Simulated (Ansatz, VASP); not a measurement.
# Fe in VASP and in Ansatz

```
CELL_PARAMETERS angstrom
-1.41602 1.41602 1.41602
1.41602 -1.41602 1.41602
1.41602 1.41602 -1.41602
ATOMIC_POSITIONS crystal
Fe 0.00000 0.00000 0.00000
```

Alike in both runs: functional PBE; k mesh 22 × 22 × 22; occupations fermi-dirac, width 0.1 eV; collinear spin.

Ansatz relaxed the structure, and its values are those at the end. VASP's run is a single point on that final structure, the one shown.

|  | VASP | Ansatz |
| --- | --- | --- |
| version | VASP 6.6.1 | Ansatz 0.2.0 |
| potentials or method | VASP PAW PBE potentials, release 64 (Fe) | PAW with Ansatz's default frozen-core files, scalar-relativistic |
| plane-wave cutoff (eV) | 520 | 420 |
| valence electrons in the cell | 8 | 16 |

Ansatz gave:

| Item | Value |
| --- | --- |
| pressure (GPa) | 0.0 |
| net moment per atom (μB) | 2.16 |
| size of the moment on the site where the two differ most (μB) | 2.21 |

**Question.** Which values does VASP return?

**Answer.** Pressure (GPa): -0.4; net moment per atom (μB): 2.18; size of the moment on the site where the two differ most (μB): 2.18.

Site moments also hang on the region over which each program counts them. The functional is the same, so the differences come from potentials, cutoffs and numerics. VASP's potentials hold 8 valence electrons a cell and Ansatz's 16, so a difference there can come from the potentials and not from the codes.
